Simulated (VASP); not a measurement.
# Sn2I (P4_2/mnm) in VASP: single point with PBE

Aim: the single point of Sn2I with PBE.

Everything below comes from runs of VASP 6.6.1. Logs are shortened: lines on timing, memory, paths and dates and some standing lists are left out, and cuts for length are marked.

## 1. The cell of the first run

Symmetry: P4_2/mnm, No. 136, tetragonal system. The conventional cell has a = 8.419 Å, b = 8.419 Å, c = 3.454 Å, α = 90.00°, β = 90.00°, γ = 90.00°. Within 4.0 Å of Sn (site symmetry m2m) lie 3 I at 3.04 to 3.39 Å and 2 Sn at 3.45 Å. I (site symmetry mmm) has 6 Sn at 3.04 to 3.39 Å and 2 I at 3.45 Å within 4.0 Å.

## 2. Single point, PBE

INCAR reads:

```
SYSTEM = Sn2I
  PREC = Accurate
  ENCUT = 520
  EDIFF = 1E-6
  ISMEAR = 0
  SIGMA = 0.1
  LREAL = .FALSE.
  LASPH = .TRUE.
  NELM = 80
  ALGO = Normal
  ISIF = 2
  LWAVE = .FALSE.
  LCHARG = .FALSE.
  GGA = PE
  NBANDS = 44
```

KPOINTS reads:

```
Automatic mesh
0
G
  6 6 10
  0 0 0
```

POSCAR reads:

```
Sn2I
1.0
    8.4192823045      0.0000000000      0.0000000000
    0.0000000000      8.4192823045      0.0000000000
    0.0000000000      0.0000000000      3.4540842885
Sn I
4 2
Direct
    0.2554174903      0.2554174903      0.0000000000
    0.2445825097      0.7554174903      0.5000000000
    0.7445825097      0.7445825097      0.0000000000
    0.7554174903      0.2445825097      0.5000000000
    0.0000000000      0.0000000000      0.0000000000
    0.5000000000      0.5000000000      0.5000000000
```

Potentials or basis: VASP PAW PBE potentials, release 64 (Sn_d, I).

On the command line:

```
> cat potpaw_PBE.64/Sn_d/POTCAR potpaw_PBE.64/I/POTCAR > POTCAR
> mpirun -np 1 vasp_std > vasp.out
```

OUTCAR:

```text
SYSTEM = Sn2I
   PREC = Accurate
   ENCUT = 520
   EDIFF = 1E-6
   ISMEAR = 0
   LREAL = .FALSE.
   LASPH = .TRUE.
   NELM = 80
   ISIF = 2
   GGA = PE

 ion  position               nearest neighbor table
   1  0.255  0.255  0.000-   5 3.04   6 3.39   6 3.39
   2  0.245  0.755  0.500-   6 3.04   5 3.39   5 3.39
   3  0.745  0.745  0.000-   5 3.04   6 3.39   6 3.39
   4  0.755  0.245  0.500-   6 3.04   5 3.39   5 3.39
   5  0.000  0.000  0.000-   1 3.04   3 3.04   2 3.39   4 3.39   2 3.39   4 3.39
   6  0.500  0.500  0.500-   2 3.04   4 3.04   3 3.39   1 3.39   1 3.39   3 3.39

  LATTYP: Found a simple tetragonal cell.
 ALAT       =     8.4192823045
 C/A-ratio  =     0.4102587565

  Lattice vectors:

 A1 = (   8.4192823045,   0.0000000000,   0.0000000000)
 A2 = (   0.0000000000,   8.4192823045,   0.0000000000)
 A3 = (   0.0000000000,   0.0000000000,   3.4540842885)

Analysis of symmetry for initial positions (statically):
=====================================================================
 Subroutine PRICEL returns:
 Original cell was already a primitive cell.

 Routine SETGRP: Setting up the symmetry group for a
 simple tetragonal supercell.

 Subroutine GETGRP returns: Found 16 space group operations
 (whereof  8 operations were pure point group operations)
 out of a pool of 16 trial point group operations.

The static configuration has the point symmetry D_2h.
 The point group associated with its full space group is D_4h.

Analysis of symmetry for dynamics (positions and initial velocities):
=====================================================================
 Subroutine PRICEL returns:
 Original cell was already a primitive cell.

 Routine SETGRP: Setting up the symmetry group for a
 simple tetragonal supercell.

 Subroutine GETGRP returns: Found 16 space group operations
 (whereof  8 operations were pure point group operations)
 out of a pool of 16 trial point group operations.

The dynamic configuration has the point symmetry D_2h.
 The point group associated with its full space group is D_4h.

 Subroutine INISYM returns: Found 16 space group operations
 (whereof  8 operations are pure point group operations),
 and found     1 'primitive' translations

----------------------------------------------------------------------------------------

                                     Primitive cell
[... 95 lines left out ...]
   LSORBIT =      F    spin-orbit coupling
   LASPH  =      T    aspherical Exc in radial PAW
   ENCUT  =  520.0 eV  38.22 Ry    6.18 a.u.  15.65 15.65  6.42*2*pi/ulx,y,z
   NELM   =     80;   NELMIN=  2; NELMDL= -5     # of ELM steps
   EDIFF  = 0.1E-05   stopping-criterion for ELM
   LREAL  =      F    real-space projection
   EDIFFG = 0.1E-04   stopping-criterion for IOM
   NSW    =      0    number of steps for IOM
   IBRION =     -1    ionic relax: 0-MD 1-quasi-New 2-CG
   NFREE  =      0    steps in history (QN), initial steepest desc. (CG)
   ISIF   =      2    stress and relaxation
   ISYM   =      2    0-nonsym 1-usesym 2-fastsym
   POTIM  = 0.5000    time-step for ionic-motion
   TEBEG  =    0.0;   TEEND  =   0.0 temperature during run
   PSTRESS=    0.0 pullay stress
   NELECT =      70.0000    total number of electrons
   NUPDOWN=      -1.0000    fix difference up-down
   EMIN   =  10.00;   EMAX   =-10.00  energy-range for DOS
   EFERMI =   0.00;   METHOD = LEGACY
   ISMEAR =     0;   SIGMA  =   0.10  broadening in eV -4-tet -1-fermi 0-gaus
   EFERMI_NEDOS =   21; number of points for ismear=-14 and -15
   IALGO  =     38    algorithm
   IMIX   =      4    mixing-type and parameters
     AMIX     =   0.40;   BMIX     =  1.00
     AMIX_MAG =   1.60;   BMIX_MAG =  1.00
  volume/ion in A,a.u.               =      40.81       275.38
  Fermi-wavevector in a.u.,A,eV,Ry     =   1.078483  2.038037 15.825273  1.163125
  Thomas-Fermi vector in A             =   2.214422
   LORBIT       =      0    0 simple, 1 ext, 2 COOP (PROOUT), +10 PAW based schemes
   GGA     = PE    functional components
   LHFCALC =     F    Hartree Fock is set to
   AEXX    =    0.0000 exact exchange contribution
   IVDW    =     0    specifies the selected vdW correction
   LEPSILON=     F    determine dielectric tensor
   LRPA    =     F    only Hartree local field effects (RPA)
 non-spin polarized calculation
 Gauss-broadening in eV      SIGMA  =   0.10
  energy-cutoff  :      520.00
  volume of cell :      244.84
 maximum number of plane-waves:      6624
 NGX is ok and might be reduce to    64
   NGX = 31   NGY = 31   NGZ = 13

 number of electron      69.9999989 magnetization

 Free energy of the ion-electron system (eV)
  ---------------------------------------------------
  ext. energy  EPLUGINS =         0.00000000
  ---------------------------------------------------
  free energy    TOTEN  =       -15.67196647 eV

  energy without entropy =      -15.65064270  energy(sigma->0) =      -15.66130459

 E-fermi :   4.3976     XC(G=0):  -8.3138

 val. band max:        4.3963456487   @ k =   0.5000   0.3333   0.1000
 cond. band min:       4.4001831517   @ k =   0.5000   0.0000   0.3000
 fundamental gap:      0.0038375030
 Fermi energy:         4.3976170086

 k-point     1 :       0.0000    0.0000    0.0000
  band No.  band energies     occupation
      1     -17.5686      2.00000
      2     -17.5597      2.00000
      3     -17.5597      2.00000
      4     -17.5557      2.00000
      5     -17.5416      2.00000
      6     -17.5356      2.00000
[... 1117 lines left out ...]
     43       7.2031      0.00000
     44       7.2031      0.00000

 [... further k-points ...]
[... 5 lines left out ...]
  --------------------------------------------------------------------------------------
  -------------------------------------------------------------------------------------
  Total       -0.0619059     -0.0619059     -0.0522211      0.0000000      0.0000000      0.0000000
  in kB       -0.4050973     -0.4050973     -0.3417226      0.0000000      0.0000000      0.0000000
  external PRESSURE =      -0.3839724 kB  Pullay stress =       0.0000000 kB

 VOLUME and BASIS-vectors are now :
 -----------------------------------------------------------------------------
  energy-cutoff  :      520.00
  volume of cell :      244.84
      direct lattice vectors                 reciprocal lattice vectors
     8.419282304  0.000000000  0.000000000     0.118774970  0.000000000  0.000000000
     0.000000000  8.419282304  0.000000000     0.000000000  0.118774970  0.000000000
     0.000000000  0.000000000  3.454084288     0.000000000  0.000000000  0.289512333

 POSITION                                       TOTAL-FORCE (eV/Angst)
 -----------------------------------------------------------------------------------
      2.15043      2.15043      0.00000        -0.000589     -0.000589      0.000000
      2.05921      6.36007      1.72704         0.000589     -0.000589      0.000000
      6.26885      6.26885      0.00000         0.000589      0.000589      0.000000
      6.36007      2.05921      1.72704        -0.000589      0.000589      0.000000
      0.00000      0.00000      0.00000         0.000000      0.000000      0.000000
      4.20964      4.20964      1.72704         0.000000      0.000000      0.000000
 -----------------------------------------------------------------------------------
    total drift:                                0.000000      0.000000      0.000000

  FREE ENERGIE OF THE ION-ELECTRON SYSTEM (eV)
  ---------------------------------------------------
  free  energy   TOTEN  =       -15.6719664718 eV

  energy  without entropy=      -15.6506427042  energy(sigma->0) =      -15.66130459
```

stdout:

```text
POSCAR found type information on POSCAR SnI
 POSCAR found :  2 types and       6 ions
 scaLAPACK will be used
 LDA part: xc-table for (Slater+PW92), standard interpolation
 POSCAR, INCAR and KPOINTS ok, starting setup
 FFT: planning ... GRIDC
 FFT: planning ... GRID_SOFT
 FFT: planning ... GRID
 WAVECAR not read
 entering main loop
```

Run time: 5.6 min. Hardware: 1 thread of Intel Xeon Platinum 8488C (Sapphire Rapids), shared host; peak memory 0.65 GiB.

What came out:

| Quantity | Value |
| --- | --- |
| Free energy | -15.6720 eV |
| Pressure | 0.0 GPa |
| Band gap on the k mesh | zero (bands 35 and 36 overlap by 1.96 eV) |

Caveat: spin-orbit coupling is left out, which moves the levels of the heavy elements.
